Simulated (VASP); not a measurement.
Wanted: the native input for a VASP 6.6.1 run.

```yaml
Task: single point
Functional: PBE
Potentials_or_basis: VASP PAW PBE potentials, release 64 (K_sv, Ta_pv, O)
Cutoff: 520 eV
k_mesh: 6 × 6 × 6
Occupations: gaussian, width 0.1 eV
Spin: no spin polarisation
Dipole_correction: no
Further_INCAR_settings: ALGO = Normal; EDIFF = 1e-06; NBANDS = 27
```

The structure of KTaO3 lies in POSCAR:

```
KTaO3
1.0
    2.6995569200      1.5585899200      3.1083295700
   -2.6995569200      1.5585899200      3.1083295700
    0.0000000000     -3.1171798300      3.1083295700
K Ta O
1 1 3
Direct
    0.0000000000      0.0000000000      0.0000000000
    0.5000000000      0.5000000000      0.5000000000
    0.5000000000      0.5000000000      0.0000000000
    0.0000000000      0.5000000000      0.5000000000
    0.5000000000      0.0000000000      0.5000000000
```

The cell was built from a structure type or drawn by symmetry, and may not be a known phase.

The input as run:

INCAR

```
SYSTEM = KTaO3
PREC     = Accurate       ! precision mode
ENCUT    = 520            ! plane-wave cutoff, eV
EDIFF    = 1E-6           ! SCF threshold, eV
ISMEAR   = 0              ! smearing method
SIGMA    = 0.1            ! smearing width, eV
LREAL    = .False.        ! projectors in reciprocal space
LASPH    = .True.         ! aspherical terms in the spheres
NELM     = 80             ! most SCF steps
ALGO     = Normal         ! electronic algorithm
ISIF     = 2              ! what is computed and relaxed
LWAVE    = .False.        ! write WAVECAR
LCHARG   = .False.        ! write CHGCAR
GGA      = PE             ! functional
NBANDS   = 27             ! bands
```

KPOINTS

```
Automatic mesh
0
Gamma
  6 6 6
  0 0 0
```

Potentials or basis: VASP PAW PBE potentials, release 64 (K_sv, Ta_pv, O).

Run with:

```bash
$ cat potpaw_PBE.64/K_sv/POTCAR potpaw_PBE.64/Ta_pv/POTCAR potpaw_PBE.64/O/POTCAR > POTCAR
$ mpirun -np 1 vasp_std > vasp.out
```

Results of the run:

```json
{
 "Pressure": "-21.1 GPa",
 "Band gap on the k mesh": "0.35 eV (least direct gap 0.46 eV)"
}
```

Caveat: the cell stands under tension; spin-orbit coupling is left out, which moves the levels of the heavy elements.

Run time: 73 s on 1 thread of Intel Xeon 8259CL (shared host), peak memory 0.24 GiB.
